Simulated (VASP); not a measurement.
# Sc (P6_3/mmc) in VASP: single point with revPBE

Aim: the single point of Sc with revPBE.

All numbers are computed with VASP 6.6.1; they aren't measurements. Logs are shortened: lines on timing, memory, paths and dates and some standing lists are left out, and cuts for length are marked.

## (1) The cell of the first run

It takes space group P6_3/mmc (No. 194, hexagonal). The conventional cell has a = 3.336 Å, b = 3.336 Å, c = 5.277 Å, α = 90.00°, β = 90.00°, γ = 120.00°. Sc (site symmetry -6m2) has 12 Sc at 3.27 to 3.34 Å within 4.3 Å.

## (2) Single point, revPBE, collinear spin, ferromagnetic start

Contents of INCAR:

```
  ALGO = Normal
  EDIFF = 1E-7
  ENCUT = 520
  GGA = RE
  ISIF = 2
  ISMEAR = -1
  ISPIN = 2
  LASPH = True
  LCHARG = False
  LMAXMIX = 4
  LORBIT = 11
  LREAL = False
  LWAVE = False
  MAGMOM = 0.249 0.249
  NBANDS = 22
  NELM = 150
  PREC = Accurate
  SIGMA = 0.1
```

Contents of KPOINTS:

```
k-points
0
Gamma
  6 6 3
```

Contents of POSCAR:

```
Sc
1.0
    3.3363744312      0.0000000000      0.0000000000
   -1.6681872156      2.8893850140      0.0000000000
    0.0000000000      0.0000000000      5.2772011096
Sc
2
Direct
    0.3333333333      0.6666666667      0.2500000000
    0.6666666667      0.3333333333      0.7500000000
```

Potentials or basis: VASP PAW PBE potentials, release 64 (Sc_sv).

Started as:

```sh
$ cat potpaw_PBE.64/Sc_sv/POTCAR > POTCAR
$ mpirun -np 1 vasp_std > vasp.out
```

OUTCAR:

```text
EDIFF = 1E-7
   ENCUT = 520
   GGA = RE
   ISIF = 2
   ISMEAR = -1
   ISPIN = 2
   LASPH = True
   LORBIT = 11
   LREAL = False
   NELM = 150
   PREC = Accurate

 ion  position               nearest neighbor table
   1  0.333  0.667  0.250-   2 3.27   2 3.27   2 3.27   2 3.27   2 3.27   2 3.27
   2  0.667  0.333  0.750-   1 3.27   1 3.27   1 3.27   1 3.27   1 3.27   1 3.27

  LATTYP: Found a hexagonal cell.
 ALAT       =     3.3363744312
 C/A-ratio  =     1.5817172858

  Lattice vectors:

 A1 = (   3.3363744312,   0.0000000000,   0.0000000000)
 A2 = (  -1.6681872156,   2.8893850140,   0.0000000000)
 A3 = (   0.0000000000,   0.0000000000,   5.2772011096)

Analysis of symmetry for initial positions (statically):
=====================================================================
 Subroutine PRICEL returns:
 Original cell was already a primitive cell.

 Routine SETGRP: Setting up the symmetry group for a
 hexagonal supercell.

 Subroutine GETGRP returns: Found 24 space group operations
 (whereof 12 operations were pure point group operations)
 out of a pool of 24 trial point group operations.

The static configuration has the point symmetry D_3d.
 The point group associated with its full space group is D_6h.

Analysis of symmetry for dynamics (positions and initial velocities):
=====================================================================
 Subroutine PRICEL returns:
 Original cell was already a primitive cell.

 Routine SETGRP: Setting up the symmetry group for a
 hexagonal supercell.

 Subroutine GETGRP returns: Found 24 space group operations
 (whereof 12 operations were pure point group operations)
 out of a pool of 24 trial point group operations.

The dynamic configuration has the point symmetry D_3d.
 The point group associated with its full space group is D_6h.

Analysis of structural, dynamic, and magnetic symmetry:
=====================================================================
 Subroutine PRICEL returns:
 Original cell was already a primitive cell.

 Routine SETGRP: Setting up the symmetry group for a
 hexagonal supercell.

 Subroutine GETGRP returns: Found 24 space group operations
 (whereof 12 operations were pure point group operations)
 out of a pool of 24 trial point group operations.

The overall configuration has the point symmetry D_3d.
 The point group associated with its full space group is D_6h.

 Subroutine INISYM returns: Found 24 space group operations
 (whereof 12 operations are pure point group operations),
 and found     1 'primitive' translations

----------------------------------------------------------------------------------------

                                     Primitive cell

  volume of cell :      50.8726

  direct lattice vectors                    reciprocal lattice vectors
     3.336374431  0.000000000  0.000000000     0.299726551  0.173047205  0.000000000
    -1.668187216  2.889385014  0.000000000     0.000000000  0.346094409  0.000000000
     0.000000000  0.000000000  5.277201110     0.000000000  0.000000000  0.189494389

  length of vectors
     3.336374431  3.336374431  5.277201110     0.346094409  0.346094409  0.189494389

  position of ions in fractional coordinates (direct lattice)
     0.333333333  0.666666667  0.250000000
     0.666666667  0.333333333  0.750000000

  ion indices of the primitive-cell ions
   primitive index   ion index
                 1           1
                 2           2

----------------------------------------------------------------------------------------

 KPOINTS: k-points

Automatic generation of k-mesh.
 Grid dimensions read from file:
 generate k-points for:    6    6    3

 Generating k-lattice:

  Cartesian coordinates                     Fractional coordinates (reciprocal lattice)
     0.049954425  0.028841201  0.000000000     0.166666667  0.000000000  0.000000000
     0.000000000  0.057682402  0.000000000     0.000000000  0.166666667  0.000000000
     0.000000000  0.000000000  0.063164796     0.000000000  0.000000000  0.333333333

  Length of vectors
     0.057682402  0.057682402  0.063164796

  Shift w.r.t. Gamma in fractional coordinates (k-lattice)
     0.000000000  0.000000000  0.000000000

 Subroutine IBZKPT returns following result:
 ===========================================

 Found     14 irreducible k-points:

 Following reciprocal coordinates:
            Coordinates               Weight
  0.000000  0.000000  0.000000      1.000000
  0.166667  0.000000  0.000000      6.000000
  0.333333  0.000000  0.000000      6.000000
  0.500000  0.000000  0.000000      3.000000
  0.166667  0.166667  0.000000      6.000000
  0.333333  0.166667  0.000000     12.000000
  0.333333  0.333333  0.000000      2.000000
  0.000000  0.000000  0.333333      2.000000
  0.166667  0.000000  0.333333     12.000000
  0.333333  0.000000  0.333333     12.000000
  0.500000  0.000000  0.333333      6.000000
  0.166667  0.166667  0.333333     12.000000
  0.333333  0.166667  0.333333     24.000000
  0.333333  0.333333  0.333333      4.000000
   k-points           NKPTS =     14   k-points in BZ     NKDIM =     14   number of bands    NBANDS=     22
   number of dos      NEDOS =    301   number of ions     NIONS =      2
   total plane-waves  NPLWV =  31360
   dimension x,y,z NGX =    28 NGY =   28 NGZ =   40
   dimension x,y,z NGXF=    56 NGYF=   56 NGZF=   80
   ions per type =               2
   NGX,Y,Z   is equivalent  to a cutoff of  13.95, 13.95, 12.60 a.u.
   NGXF,Y,Z  is equivalent  to a cutoff of  27.90, 27.90, 25.20 a.u.
 SYSTEM =  unknown system
   PREC   = accura    normal or accurate (medium, high low for compatibility)
   ISTART =      0    job   : 0-new  1-cont  2-samecut
   ICHARG =      2    charge: 1-file 2-atom 10-const
   ISPIN  =      2    spin polarized calculation?
   LNONCOLLINEAR =      F non collinear calculations
   LSORBIT =      F    spin-orbit coupling
   LASPH  =      T    aspherical Exc in radial PAW
   ENCUT  =  520.0 eV  38.22 Ry    6.18 a.u.   6.20  6.20  9.81*2*pi/ulx,y,z
   NELM   =    150;   NELMIN=  2; NELMDL= -5     # of ELM steps
   EDIFF  = 0.1E-06   stopping-criterion for ELM
   LREAL  =      F    real-space projection
   EDIFFG = 0.1E-05   stopping-criterion for IOM
   NSW    =      0    number of steps for IOM
   IBRION =     -1    ionic relax: 0-MD 1-quasi-New 2-CG
   NFREE  =      0    steps in history (QN), initial steepest desc. (CG)
   ISIF   =      2    stress and relaxation
   ISYM   =      2    0-nonsym 1-usesym 2-fastsym
   POTIM  = 0.5000    time-step for ionic-motion
   TEBEG  =    0.0;   TEEND  =   0.0 temperature during run
   PSTRESS=    0.0 pullay stress
   NELECT =      22.0000    total number of electrons
   NUPDOWN=      -1.0000    fix difference up-down
   EMIN   =  10.00;   EMAX   =-10.00  energy-range for DOS
   EFERMI =   0.00;   METHOD = LEGACY
   ISMEAR =    -1;   SIGMA  =   0.10  broadening in eV -4-tet -1-fermi 0-gaus
   EFERMI_NEDOS =   21; number of points for ismear=-14 and -15
   IALGO  =     38    algorithm
   IMIX   =      4    mixing-type and parameters
     AMIX     =   0.40;   BMIX     =  1.00
     AMIX_MAG =   1.60;   BMIX_MAG =  1.00
  volume/ion in A,a.u.               =      25.44       171.65
  Fermi-wavevector in a.u.,A,eV,Ry     =   1.238001  2.339483 20.852932  1.532647
  Thomas-Fermi vector in A             =   2.372545
   LORBIT       =     11    0 simple, 1 ext, 2 COOP (PROOUT), +10 PAW based schemes
   GGA     = RE    functional components
   LHFCALC =     F    Hartree Fock is set to
   AEXX    =    0.0000 exact exchange contribution
   IVDW    =     0    specifies the selected vdW correction
   LEPSILON=     F    determine dielectric tensor
   LRPA    =     F    only Hartree local field effects (RPA)
 spin polarized calculation
  energy-cutoff  :      520.00
  volume of cell :       50.87
 maximum number of plane-waves:      1387
 NGX is ok and might be reduce to    28
   NGX = 13   NGY = 13   NGZ = 19

 number of electron      22.0000002 magnetization       0.4892661

 Free energy of the ion-electron system (eV)
  ---------------------------------------------------
  ext. energy  EPLUGINS =         0.00000000
  ---------------------------------------------------
  free energy    TOTEN  =       -12.05369525 eV

  energy without entropy =      -11.92741653  energy(sigma->0) =      -11.99055589

 E-fermi :   3.5893     XC(G=0):  -9.6597

 val. band max:        3.5743442195   @ k =   0.3333   0.0000   0.0000
 cond. band min:       3.6124193071   @ k =   0.5000   0.0000   0.3333
 fundamental gap:      0.0380750877
 Fermi energy:         3.5893305057

 spin component 1

 k-point     1 :       0.0000    0.0000    0.0000
  band No.  band energies     occupation
      1     -46.0652      1.00000
      2     -46.0073      1.00000
      3     -24.8144      1.00000
      4     -24.5086      1.00000
      5     -24.5086      1.00000
      6     -24.4533      1.00000
[... 14 lines left out ...]
     21      10.2122      0.00000
     22      15.3093      0.00000

 k-point     2 :       0.1667    0.0000    0.0000
  band No.  band energies     occupation
      1     -46.0544      1.00000
      2     -46.0034      1.00000
      3     -24.7836      1.00000
      4     -24.5688      1.00000
      5     -24.5284      1.00000
      6     -24.5153      1.00000
[... 14 lines left out ...]
     21      10.1363      0.00000
     22      14.1042      0.00000

 k-point     3 :       0.3333    0.0000    0.0000
  band No.  band energies     occupation
      1     -46.0307      1.00000
      2     -45.9975      1.00000
      3     -24.7089      1.00000
      4     -24.6912      1.00000
      5     -24.6334      1.00000
      6     -24.5657      1.00000
[... 14 lines left out ...]
     21       9.8991      0.00000
     22      10.8619      0.00000
[... 226 lines left out ...]
 k-point    13 :       0.3333    0.1667    0.3333
  band No.  band energies     occupation
      1     -46.0115      1.00000
      2     -46.0020      1.00000
      3     -24.7572      1.00000
      4     -24.7277      1.00000
      5     -24.6120      1.00000
      6     -24.5691      1.00000
[... 14 lines left out ...]
     21      10.4895      0.00000
     22      11.4783      0.00000

 k-point    14 :       0.3333    0.3333    0.3333
  band No.  band energies     occupation
      1     -46.0030      1.00000
      2     -46.0030      1.00000
      3     -24.7210      1.00000
      4     -24.7210      1.00000
      5     -24.6770      1.00000
      6     -24.6171      1.00000
[... 14 lines left out ...]
     21       9.7173      0.00000
     22      11.1019      0.00000
 Fermi energy:         3.5893305057

 spin component 2

 k-point     1 :       0.0000    0.0000    0.0000
  band No.  band energies     occupation
      1     -45.9665      1.00000
      2     -45.9090      1.00000
      3     -24.7204      1.00000
      4     -24.4042      1.00000
      5     -24.4042      1.00000
      6     -24.3494      1.00000
[... 14 lines left out ...]
     21      10.3461      0.00000
     22      15.5601      0.00000

 k-point     2 :       0.1667    0.0000    0.0000
  band No.  band energies     occupation
      1     -45.9558      1.00000
      2     -45.9052      1.00000
      3     -24.6898      1.00000
      4     -24.4637      1.00000
      5     -24.4239      1.00000
      6     -24.4105      1.00000
[... 14 lines left out ...]
     21      10.2834      0.00000
     22      14.2823      0.00000

 k-point     3 :       0.3333    0.0000    0.0000
  band No.  band energies     occupation
      1     -45.9323      1.00000
      2     -45.8994      1.00000
      3     -24.6157      1.00000
      4     -24.5847      1.00000
      5     -24.5270      1.00000
      6     -24.4608      1.00000
[... 14 lines left out ...]
     21      10.0797      0.00000
     22      11.0129      0.00000
[... 226 lines left out ...]
 k-point    13 :       0.3333    0.1667    0.3333
  band No.  band energies     occupation
      1     -45.9133      1.00000
      2     -45.9038      1.00000
      3     -24.6539      1.00000
      4     -24.6237      1.00000
      5     -24.5098      1.00000
      6     -24.4679      1.00000
[... 14 lines left out ...]
     21      10.6323      0.00000
     22      11.6358      0.00000

 k-point    14 :       0.3333    0.3333    0.3333
  band No.  band energies     occupation
      1     -45.9049      1.00000
      2     -45.9049      1.00000
      3     -24.6181      1.00000
      4     -24.6181      1.00000
      5     -24.5718      1.00000
      6     -24.5122      1.00000
[... 14 lines left out ...]
     21       9.8528      0.00000
     22      11.2312      0.00000

------------------------ aborting loop because EDIFF is reached ----------------------------------------

  FORCE on cell =-STRESS in cart. coord.  units (eV):
  Direction    XX          YY          ZZ          XY          YZ          ZX
  --------------------------------------------------------------------------------------
  -------------------------------------------------------------------------------------
  Total        0.0770897      0.0770897     -0.0534777      0.0000000      0.0000000      0.0000000
  in kB        2.4278585      2.4278585     -1.6842237      0.0000000      0.0000000      0.0000000
  external PRESSURE =       1.0571644 kB  Pullay stress =       0.0000000 kB

 VOLUME and BASIS-vectors are now :
 -----------------------------------------------------------------------------
  energy-cutoff  :      520.00
  volume of cell :       50.87
      direct lattice vectors                 reciprocal lattice vectors
     3.336374431  0.000000000  0.000000000     0.299726551  0.173047205  0.000000000
    -1.668187216  2.889385014  0.000000000     0.000000000  0.346094409  0.000000000
     0.000000000  0.000000000  5.277201110     0.000000000  0.000000000  0.189494389

 POSITION                                       TOTAL-FORCE (eV/Angst)
 -----------------------------------------------------------------------------------
     -0.00000      1.92626      1.31930         0.000000     -0.000000      0.000000
      1.66819      0.96313      3.95790        -0.000000      0.000000      0.000000
 -----------------------------------------------------------------------------------
    total drift:                                0.000000     -0.000000      0.000000

  FREE ENERGIE OF THE ION-ELECTRON SYSTEM (eV)
  ---------------------------------------------------
  free  energy   TOTEN  =       -12.0536952483 eV

  energy  without entropy=      -11.9274165340  energy(sigma->0) =      -11.99055589

 total charge

# of ion       s       p       d       tot
------------------------------------------
    1        2.265   6.100   0.974   9.339
    2        2.265   6.100   0.974   9.339
--------------------------------------------------
tot          4.530  12.200   1.948  18.679

 magnetization (x)

# of ion       s       p       d       tot
------------------------------------------
    1        0.001   0.020   0.111   0.132
    2        0.001   0.020   0.111   0.132
--------------------------------------------------
tot          0.002   0.040   0.222   0.264
```

It took 24 s on 1 thread of Intel Xeon 6975P-C (Granite Rapids), shared host; peak memory 0.19 GiB.

Results:

```yaml
Free_energy: -12.0537 eV
Pressure: 0.1 GPa
Net_moment: 0.49 μB per cell
Site_moments: Sc +0.13 μB
Valence_electrons_inside_the_program's_atomic_spheres: Sc 9.34
```

Caveat: the k points lie up to 0.40 Å⁻¹ apart; the PAW data sets were made with another functional, which shifts forces and pressure a little.
